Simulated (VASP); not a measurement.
Set up this calculation in VASP 6.6.1, as the native input.

| Item | Value |
| --- | --- |
| Task | single point |
| Functional | r2SCAN |
| Potentials or basis | VASP PAW PBE potentials, release 64 (Li_sv) |
| Cutoff | 830 eV |
| k mesh | 18 × 18 × 18 |
| Occupations | gaussian, width 0.15 eV |
| Spin | no spin polarisation |
| Dipole correction | no |
| Further INCAR settings | ALGO = Normal; EDIFF = 1e-06; NBANDS = 8 |

Crystal: Li.

```
CELL_PARAMETERS angstrom
0.00000 2.20200 2.16897
2.20200 0.00000 2.16897
2.20200 2.20200 0.00000
ATOMIC_POSITIONS crystal
Li 0.00000 0.00000 0.00000
```

This cell differs from its parent crystal: strain -0.0150 x Voigt [0, 0, 1, 0, 0, 0].

The input as run:

POSCAR

```
Li
1.0
    0.0000000000      2.2020000000      2.1689700000
    2.2020000000      0.0000000000      2.1689700000
    2.2020000000      2.2020000000      0.0000000000
Li
1
Direct
    0.0000000000      0.0000000000      0.0000000000
```

INCAR.step1

```
SYSTEM = Li
  PREC = Accurate
  ENCUT = 830
  ISMEAR = 0
  SIGMA = 0.15
  LREAL = .False.
  LASPH = .True.
  NELM = 120
  NBANDS = 8
  GGA = PE
  ALGO = Normal
  EDIFF = 1E-5
  LWAVE = .True.
  LCHARG = .False.
  GGA_COMPAT = .False.
```

INCAR.step2

```
SYSTEM = Li
  PREC = Accurate
  ENCUT = 830
  EDIFF = 1E-6
  ISMEAR = 0
  SIGMA = 0.15
  LREAL = .False.
  LASPH = .True.
  NELM = 120
  ALGO = Normal
  ISIF = 2
  LWAVE = .False.
  LCHARG = .False.
  METAGGA = R2SCAN
  LMIXTAU = .True.
  NBANDS = 8
  ISTART = 1
  GGA_COMPAT = .False.
```

KPOINTS

```
Automatic mesh
0
Gamma
  18 18 18
  0 0 0
```

Potentials or basis: VASP PAW PBE potentials, release 64 (Li_sv).

The run is started by

```console
$ cat potpaw_PBE.64/Li_sv/POTCAR > POTCAR
$ cp INCAR.step1 INCAR
$ mpirun -np 1 vasp_std > vasp.out
$ cp INCAR.step2 INCAR
$ mpirun -np 1 vasp_std > vasp.out
```

Results of the run:

```
Pressure               : -0.2 GPa
Band gap on the k mesh : zero (an odd number of electrons rules out a gap without spin polarisation)
```

Caveat: the cell differs from its parent crystal (strain -0.0150 x Voigt [0, 0, 1, 0, 0, 0]); the PAW data sets were made with another functional, which shifts forces and pressure a little.

It took 6 min on 1 thread of Intel(R) Xeon(R) 6975P-C (Granite Rapids), on a shared host, peak memory 0.25 GiB.
